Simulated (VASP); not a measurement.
# VH2 (Fm-3m) in VASP: further runs

Runs on VH2. Level: PBEsol. Tasks: single point.

Program: VASP 6.6.1. These are calculated values, not measurements. Logs are shortened: lines on timing, memory, paths and dates and some standing lists are left out, and cuts for length are marked.

## (1) The cell of the first run

Symmetry: Fm-3m, No. 225, cubic system. The conventional cell has a = 4.079 Å, b = 4.079 Å, c = 4.079 Å, α = 90.00°, β = 90.00°, γ = 90.00°. Within 2.3 Å of V (site symmetry m-3m) lie 8 H at 1.77 Å. H (site symmetry -43m) has 4 V at 1.77 Å and 6 H at 2.04 Å within 2.3 Å.

## (2) Single point, PBEsol (volume scaled by 0.94)

Input file INCAR:

```
SYSTEM = VH2
PREC = Accurate ; ENCUT = 520
EDIFF = 1E-6 ; ISMEAR = 0
SIGMA = 0.1 ; LREAL = .False.
LASPH = .True. ; NELM = 100
ALGO = Normal ; ISIF = 2
LWAVE = .False. ; LCHARG = .False.
GGA = PS ; NBANDS = 14
```

Input file KPOINTS:

```
regular mesh
0
Gamma
  18 18 18
  0 0 0
```

Input file POSCAR:

```
VH2
1.0
    0.0000000000      2.0395847124      2.0395847124
    2.0395847124      0.0000000000      2.0395847124
    2.0395847124      2.0395847124      0.0000000000
V H
1 2
Direct
    0.0000000000      0.0000000000      0.0000000000
    0.2500000000      0.2500000000      0.2500000000
    0.7500000000      0.7500000000      0.7500000000
```

Potentials or basis: VASP PAW PBE potentials, release 64 (V_sv, H).

On the command line:

```bash
$ cat potpaw_PBE.64/V_sv/POTCAR potpaw_PBE.64/H/POTCAR > POTCAR
$ mpirun -np 1 vasp_std > vasp.out
```

OUTCAR:

```text
SYSTEM = VH2
   PREC = Accurate
   ENCUT = 520
   EDIFF = 1E-6
   ISMEAR = 0
   LREAL = .False.
   LASPH = .True.
   NELM = 100
   ISIF = 2
   GGA = PS

 ion  position               nearest neighbor table
   1  0.000  0.000  0.000-   3 1.77   3 1.77   3 1.77   2 1.77   3 1.77   2 1.77   2 1.77   2 1.77

   2  0.250  0.250  0.250-   1 1.77   1 1.77   1 1.77   1 1.77
   3  0.750  0.750  0.750-   1 1.77   1 1.77   1 1.77   1 1.77

  LATTYP: Found a face centered cubic cell.
 ALAT       =     4.0791694248

  Lattice vectors:

 A1 = (   0.0000000000,   2.0395847124,   2.0395847124)
 A2 = (   2.0395847124,   0.0000000000,   2.0395847124)
 A3 = (   2.0395847124,   2.0395847124,   0.0000000000)

Analysis of symmetry for initial positions (statically):
=====================================================================
 Subroutine PRICEL returns:
 Original cell was already a primitive cell.

 Routine SETGRP: Setting up the symmetry group for a
 face centered cubic supercell.

 Subroutine GETGRP returns: Found 48 space group operations
 (whereof 48 operations were pure point group operations)
 out of a pool of 48 trial point group operations.

The static configuration has the point symmetry O_h .

Analysis of symmetry for dynamics (positions and initial velocities):
=====================================================================
 Subroutine PRICEL returns:
 Original cell was already a primitive cell.

 Routine SETGRP: Setting up the symmetry group for a
 face centered cubic supercell.

 Subroutine GETGRP returns: Found 48 space group operations
 (whereof 48 operations were pure point group operations)
 out of a pool of 48 trial point group operations.

The dynamic configuration has the point symmetry O_h .

 Subroutine INISYM returns: Found 48 space group operations
 (whereof 48 operations are pure point group operations),
 and found     1 'primitive' translations

----------------------------------------------------------------------------------------

                                     Primitive cell

  volume of cell :      16.9690

  direct lattice vectors                    reciprocal lattice vectors
     0.000000000  2.039584712  2.039584712    -0.245147945  0.245147945  0.245147945
     2.039584712  0.000000000  2.039584712     0.245147945 -0.245147945  0.245147945
     2.039584712  2.039584712  0.000000000     0.245147945  0.245147945 -0.245147945

  length of vectors
     2.884408362  2.884408362  2.884408362     0.424608695  0.424608695  0.424608695

  position of ions in fractional coordinates (direct lattice)
     0.000000000  0.000000000  0.000000000
     0.250000000  0.250000000  0.250000000
     0.750000000  0.750000000  0.750000000

  ion indices of the primitive-cell ions
   primitive index   ion index
                 1           1
                 2           2
                 3           3

----------------------------------------------------------------------------------------

 KPOINTS: regular mesh

Automatic generation of k-mesh.
 Grid dimensions read from file:
 generate k-points for:   18   18   18

 Generating k-lattice:

  Cartesian coordinates                     Fractional coordinates (reciprocal lattice)
    -0.013619330  0.013619330  0.013619330     0.055555556  0.000000000  0.000000000
     0.013619330 -0.013619330  0.013619330     0.000000000  0.055555556  0.000000000
     0.013619330  0.013619330 -0.013619330     0.000000000  0.000000000  0.055555556

  Length of vectors
     0.023589372  0.023589372  0.023589372

  Shift w.r.t. Gamma in fractional coordinates (k-lattice)
     0.000000000  0.000000000  0.000000000

 Subroutine IBZKPT returns following result:
 ===========================================

 Found    195 irreducible k-points:

 Following reciprocal coordinates:
            Coordinates               Weight
  0.000000  0.000000  0.000000      1.000000
  0.055556  0.000000  0.000000      8.000000
  0.111111  0.000000  0.000000      8.000000
  0.166667  0.000000  0.000000      8.000000
  0.222222  0.000000  0.000000      8.000000
  0.277778  0.000000  0.000000      8.000000
[... 16 lines left out ...]
 -0.277778  0.055556  0.000000     24.000000
 -0.222222  0.055556  0.000000     24.000000
 [... further k-points ...]
   k-points           NKPTS =    195   k-points in BZ     NKDIM =    195   number of bands    NBANDS=     14
   number of dos      NEDOS =    301   number of ions     NIONS =      3
   total plane-waves  NPLWV =  13824
   dimension x,y,z NGX =    24 NGY =   24 NGZ =   24
   dimension x,y,z NGXF=    48 NGYF=   48 NGZF=   48
   ions per type =               1   2
   NGX,Y,Z   is equivalent  to a cutoff of  13.83, 13.83, 13.83 a.u.
   NGXF,Y,Z  is equivalent  to a cutoff of  27.67, 27.67, 27.67 a.u.
 SYSTEM =  VH2
   PREC   = accura    normal or accurate (medium, high low for compatibility)
   ISTART =      0    job   : 0-new  1-cont  2-samecut
   ICHARG =      2    charge: 1-file 2-atom 10-const
   ISPIN  =      1    spin polarized calculation?
   LNONCOLLINEAR =      F non collinear calculations
   LSORBIT =      F    spin-orbit coupling
   LASPH  =      T    aspherical Exc in radial PAW
   ENCUT  =  520.0 eV  38.22 Ry    6.18 a.u.   5.36  5.36  5.36*2*pi/ulx,y,z
   NELM   =    100;   NELMIN=  2; NELMDL= -5     # of ELM steps
   EDIFF  = 0.1E-05   stopping-criterion for ELM
   LREAL  =      F    real-space projection
[... 7 lines left out ...]
   TEBEG  =    0.0;   TEEND  =   0.0 temperature during run
   PSTRESS=    0.0 pullay stress
   NELECT =      15.0000    total number of electrons
   NUPDOWN=      -1.0000    fix difference up-down
   EMIN   =  10.00;   EMAX   =-10.00  energy-range for DOS
   EFERMI =   0.00;   METHOD = LEGACY
   ISMEAR =     0;   SIGMA  =   0.10  broadening in eV -4-tet -1-fermi 0-gaus
   EFERMI_NEDOS =   21; number of points for ismear=-14 and -15
   IALGO  =     38    algorithm
   IMIX   =      4    mixing-type and parameters
     AMIX     =   0.40;   BMIX     =  1.00
     AMIX_MAG =   1.60;   BMIX_MAG =  1.00
  volume/ion in A,a.u.               =       5.66        38.17
  Fermi-wavevector in a.u.,A,eV,Ry     =   1.571159  2.969060 33.586539  2.468541
  Thomas-Fermi vector in A             =   2.672785
   LORBIT       =      0    0 simple, 1 ext, 2 COOP (PROOUT), +10 PAW based schemes
   GGA     = PS    functional components
   LHFCALC =     F    Hartree Fock is set to
   AEXX    =    0.0000 exact exchange contribution
   IVDW    =     0    specifies the selected vdW correction
   LEPSILON=     F    determine dielectric tensor
   LRPA    =     F    only Hartree local field effects (RPA)
 non-spin polarized calculation
 Gauss-broadening in eV      SIGMA  =   0.10
  energy-cutoff  :      520.00
  volume of cell :       16.97
 maximum number of plane-waves:       471
 NGX is ok and might be reduce to    24
   NGX = 11   NGY = 11   NGZ = 11

 number of electron      15.0000005 magnetization

 Free energy of the ion-electron system (eV)
  ---------------------------------------------------
  ext. energy  EPLUGINS =         0.00000000
  ---------------------------------------------------
  free energy    TOTEN  =       -17.04040244 eV

  energy without entropy =      -17.03441437  energy(sigma->0) =      -17.03740841

 E-fermi :   9.5046     XC(G=0): -12.9929

 val. band max:        9.5022497012   @ k =  -0.3889   0.2778   0.1111
 cond. band min:       9.5342866450   @ k =   0.4444   0.2222   0.0000
 fundamental gap:      0.0320369438
 Fermi energy:         9.5046087460

 k-point     1 :       0.0000    0.0000    0.0000
  band No.  band energies     occupation
      1     -54.7221      2.00000
      2     -28.4495      2.00000
      3     -28.4495      2.00000
      4     -28.4495      2.00000
      5      -2.6409      2.00000
      6       8.3835      2.00000
      7       8.3835      2.00000
      8       8.3835      2.00000
      9      10.4074      0.00000
     10      10.4074      0.00000
     11      10.9325      0.00000
     12      26.5484      0.00000
     13      27.7813      0.00000
     14      27.7813      0.00000

 k-point     2 :       0.0556    0.0000    0.0000
  band No.  band energies     occupation
      1     -54.7195      2.00000
      2     -28.4664      2.00000
      3     -28.4515      2.00000
      4     -28.4515      2.00000
      5      -2.5485      2.00000
      6       7.9256      2.00000
      7       8.4206      2.00000
      8       8.4206      2.00000
      9      10.3846      0.00000
     10      10.3846      0.00000
     11      11.4504      0.00000
     12      25.3816      0.00000
     13      27.7831      0.00000
     14      27.7831      0.00000

 k-point     3 :       0.1111    0.0000    0.0000
  band No.  band energies     occupation
      1     -54.7118      2.00000
      2     -28.5151      2.00000
      3     -28.4574      2.00000
      4     -28.4574      2.00000
      5      -2.2773      2.00000
      6       7.0599      2.00000
      7       8.5204      2.00000
      8       8.5204      2.00000
      9      10.3310      0.00000
     10      10.3310      0.00000
     11      12.4778      0.00000
     12      23.7798      0.00000
     13      27.7720      0.00000
     14      27.7731      0.00000
[... 324 lines left out ...]
 k-point    23 :      -0.2778    0.0556    0.0000
  band No.  band energies     occupation
      1     -54.6637      2.00000
      2     -28.8028      2.00000
      3     -28.5107      2.00000
      4     -28.4884      2.00000
      5      -0.3635      2.00000
      6       4.5116      2.00000
      7       8.6639      2.00000
      8       8.7986      2.00000
      9      10.3511      0.00000
     10      10.8073      0.00000
     11      15.3168      0.00000
     12      19.3026      0.00000
     13      24.4171      0.00000
     14      25.9127      0.00000

 k-point    24 :      -0.2222    0.0556    0.0000
  band No.  band energies     occupation
      1     -54.6788      2.00000
      2     -28.7122      2.00000
      3     -28.4984      2.00000
      4     -28.4764      2.00000
      5      -1.0074      2.00000
      6       5.0837      2.00000
      7       8.7128      2.00000
      8       8.8193      2.00000
      9      10.1442      0.00000
     10      10.5847      0.00000
     11      14.8716      0.00000
     12      20.4381      0.00000
     13      25.0678      0.00000
     14      26.0948      0.00000

 [... further k-points ...]
[... 5 lines left out ...]
  --------------------------------------------------------------------------------------
  -------------------------------------------------------------------------------------
  Total        1.4268564      1.4268564      1.4268564      0.0000000     -0.0000000     -0.0000000
  in kB      134.7210929    134.7210929    134.7210929      0.0000000     -0.0000000     -0.0000000
  external PRESSURE =     134.7210929 kB  Pullay stress =       0.0000000 kB

 VOLUME and BASIS-vectors are now :
 -----------------------------------------------------------------------------
  energy-cutoff  :      520.00
  volume of cell :       16.97
      direct lattice vectors                 reciprocal lattice vectors
     0.000000000  2.039584712  2.039584712    -0.245147945  0.245147945  0.245147945
     2.039584712  0.000000000  2.039584712     0.245147945 -0.245147945  0.245147945
     2.039584712  2.039584712  0.000000000     0.245147945  0.245147945 -0.245147945

 POSITION                                       TOTAL-FORCE (eV/Angst)
 -----------------------------------------------------------------------------------
      0.00000      0.00000      0.00000         0.000000     -0.000000      0.000000
      1.01979      1.01979      1.01979         0.000000      0.000000      0.000000
      3.05938      3.05938      3.05938        -0.000000     -0.000000     -0.000000
 -----------------------------------------------------------------------------------
    total drift:                               -0.000000      0.000000      0.000000

  FREE ENERGIE OF THE ION-ELECTRON SYSTEM (eV)
  ---------------------------------------------------
  free  energy   TOTEN  =       -17.0404024389 eV

  energy  without entropy=      -17.0344143746  energy(sigma->0) =      -17.03740841
```

Wall time 21 s (1 thread of AMD EPYC 9R45 (Zen 5), shared host); peak memory 0.14 GiB.

What came out:

```yaml
Free_energy: -17.0404 eV
Pressure: 13.5 GPa
```

Levels at points of the mesh, in eV from the Fermi level:
```csv
k point,band 6,band 7,band 8,band 9,band 10,band 11
"(0.00, 0.00, 0.00)",-1.12,-1.12,-1.12,0.90,0.90,1.43
"(0.50, 0.00, 0.00)",-5.73,-0.99,-0.99,1.80,1.80,5.02
"(0.50, 0.50, 0.00)",-5.66,-4.16,1.92,1.94,1.94,7.95
```

Caveat: the cell differs from its parent crystal (volume scaled by 0.94); the PAW data sets were made with another functional, which shifts forces and pressure a little.

## (3) Single point, PBEsol (volume scaled by 0.97)

Input file INCAR:

```
PREC = Accurate
ENCUT = 520
EDIFF = 1E-6
ISMEAR = 0
SIGMA = 0.1
LREAL = False
LASPH = True
NELM = 100
ALGO = Normal
ISIF = 2
LWAVE = False
LCHARG = False
GGA = PS
NBANDS = 14
```

Input file KPOINTS:

```
regular mesh
0
Gamma
  18 18 18
```

Input file POSCAR:

```
VH2
1.0
    0.0000000000      2.0610556030      2.0610556030
    2.0610556030      0.0000000000      2.0610556030
    2.0610556030      2.0610556030      0.0000000000
V H
1 2
Direct
    0.0000000000      0.0000000000      0.0000000000
    0.2500000000      0.2500000000      0.2500000000
    0.7500000000      0.7500000000      0.7500000000
```

Potentials or basis: VASP PAW PBE potentials, release 64 (V_sv, H).

On the command line:

```bash
$ cat potpaw_PBE.64/V_sv/POTCAR potpaw_PBE.64/H/POTCAR > POTCAR
$ mpirun -np 1 vasp_std > vasp.out
```

It took 21 s on 1 thread of AMD EPYC 9R45 (Zen 5), shared host; peak memory 0.14 GiB.

It converged, with:

```yaml
Free_energy: -17.0744 eV
Pressure: 6.3 GPa
```

Levels at points of the mesh, in eV from the Fermi level:
```
           k point  band 5  band 6  band 7  band 8  band 9  band 10  band 11  band 12
(0.00, 0.00, 0.00)  -11.95   -1.08   -1.08   -1.08    0.86     0.86     1.39    16.75
(0.50, 0.00, 0.00)   -8.30   -5.69   -0.95   -0.95    1.72     1.72     4.79     7.98
(0.50, 0.50, 0.00)   -6.86   -5.64   -4.00    1.84    1.85     1.85     7.64     8.50
```

Caveat: the cell differs from its parent crystal (volume scaled by 0.97); the PAW data sets were made with another functional, which shifts forces and pressure a little.

## (4) Single point, PBEsol

This run uses another cell than the first one, of 6.02 Å³/atom, 1.064 times its volume.

Input file INCAR:

```
SYSTEM = VH2
PREC     = Accurate       ! precision mode
ENCUT    = 520            ! plane-wave cutoff, eV
EDIFF    = 1E-7           ! SCF threshold, eV
ISMEAR   = 0              ! smearing method
SIGMA    = 0.1            ! smearing width, eV
LREAL    = .FALSE.        ! projectors in reciprocal space
LASPH    = .TRUE.         ! aspherical terms in the spheres
NELM     = 80             ! most SCF steps
ALGO     = Normal         ! electronic algorithm
ISIF     = 2              ! what is computed and relaxed
LWAVE    = .FALSE.        ! write WAVECAR
LCHARG   = .FALSE.        ! write CHGCAR
GGA      = PS             ! functional
NBANDS   = 14             ! bands
```

Input file KPOINTS:

```
Automatic mesh
0
G
  18 18 18
  0 0 0
```

Input file POSCAR:

```
VH2
1.0
    0.0000000000      2.0820882353      2.0820882353
    2.0820882353      0.0000000000      2.0820882353
    2.0820882353      2.0820882353      0.0000000000
V H
1 2
Direct
    0.0000000000      0.0000000000      0.0000000000
    0.2500000000      0.2500000000      0.2500000000
    0.7500000000      0.7500000000      0.7500000000
```

On the command line:

```bash
$ cat potpaw_PBE.64/V_sv/POTCAR potpaw_PBE.64/H/POTCAR > POTCAR
$ mpirun -np 1 vasp_std > vasp.out
```

Run time: 22 s. Hardware: 1 thread of AMD EPYC 9R45 (Zen 5), shared host; peak memory 0.15 GiB.

It converged, with:

```
Free energy : -17.0859 eV
Pressure    : 0.1 GPa
```

Levels at points of the mesh, in eV from the Fermi level:
```tsv
k point	band 6	band 7	band 8	band 9	band 10	band 11
(0.00, 0.00, 0.00)	-1.04	-1.04	-1.04	0.83	0.83	1.35
(0.50, 0.00, 0.00)	-5.65	-0.91	-0.91	1.65	1.65	4.58
(0.50, 0.50, 0.00)	-5.61	-3.86	1.76	1.77	1.77	7.36
```

Caveat: the PAW data sets were made with another functional, which shifts forces and pressure a little.

## (5) Single point, PBEsol (volume scaled by 1.03)

Input file INCAR:

```
ALGO     = Normal         # electronic algorithm
EDIFF    = 1E-7           # SCF threshold, eV
ENCUT    = 520            # plane-wave cutoff, eV
GGA      = PS             # functional
ISIF     = 2              # what is computed and relaxed
ISMEAR   = 0              # smearing method
LASPH    = True           # aspherical terms in the spheres
LCHARG   = False          # write CHGCAR
LREAL    = False          # projectors in reciprocal space
LWAVE    = False          # write WAVECAR
NBANDS   = 14             # bands
NELM     = 100            # most SCF steps
PREC     = Accurate       # precision mode
SIGMA    = 0.1            # smearing width, eV
```

Input file KPOINTS:

```
k-points
0
Gamma
  18 18 18
```

Input file POSCAR:

```
VH2
1.0
    0.0000000000      2.1027043110      2.1027043110
    2.1027043110      0.0000000000      2.1027043110
    2.1027043110      2.1027043110      0.0000000000
V H
1 2
Direct
    0.0000000000      0.0000000000      0.0000000000
    0.2500000000      0.2500000000      0.2500000000
    0.7500000000      0.7500000000      0.7500000000
```

On the command line:

```bash
$ cat potpaw_PBE.64/V_sv/POTCAR potpaw_PBE.64/H/POTCAR > POTCAR
$ mpirun -np 1 vasp_std > vasp.out
```

Wall time 21 s (1 thread of AMD EPYC 9R45 (Zen 5), shared host); peak memory 0.14 GiB.

The run converged. Its results:

```
Free energy : -17.0779 eV
Pressure    : -5.2 GPa
```

Levels at points of the mesh, in eV from the Fermi level:
```tsv
k point	band 4	band 5	band 6	band 7	band 8	band 9	band 10	band 11	band 12	band 13
(0.00, 0.00, 0.00)	-38.07	-11.58	-1.00	-1.00	-1.00	0.79	0.79	1.32	16.19	17.46
(0.50, 0.00, 0.00)	-38.12	-7.97	-5.60	-0.87	-0.87	1.58	1.58	4.38	7.82	14.72
(0.50, 0.50, 0.00)	-38.20	-6.50	-5.58	-3.72	1.68	1.69	1.69	7.09	8.12	8.12
```

Caveat: the cell differs from its parent crystal (volume scaled by 1.03); the PAW data sets were made with another functional, which shifts forces and pressure a little.

## (6) Summary

```tsv
cell	gap on the mesh (eV)	pressure (GPa)
a = 2.884 Å, angles 60.0°, 3 atoms	none	13.5
a = 2.915 Å, angles 60.0°, 3 atoms	none	6.3
a = 2.945 Å, angles 60.0°, 3 atoms	none	0.1
a = 2.974 Å, angles 60.0°, 3 atoms	none	-5.2
```

Alike in all rows: task single point; level PBEsol; potentials or basis VASP PAW PBE potentials, release 64 (V_sv, H); no spin polarisation; k mesh 18 × 18 × 18; cutoff (eV) 520; smearing gaussian 0.1 eV.

Caveats: the PAW data sets were made with another functional, which shifts forces and pressure a little.

Absolute energies hang on the potentials; compare differences alone.
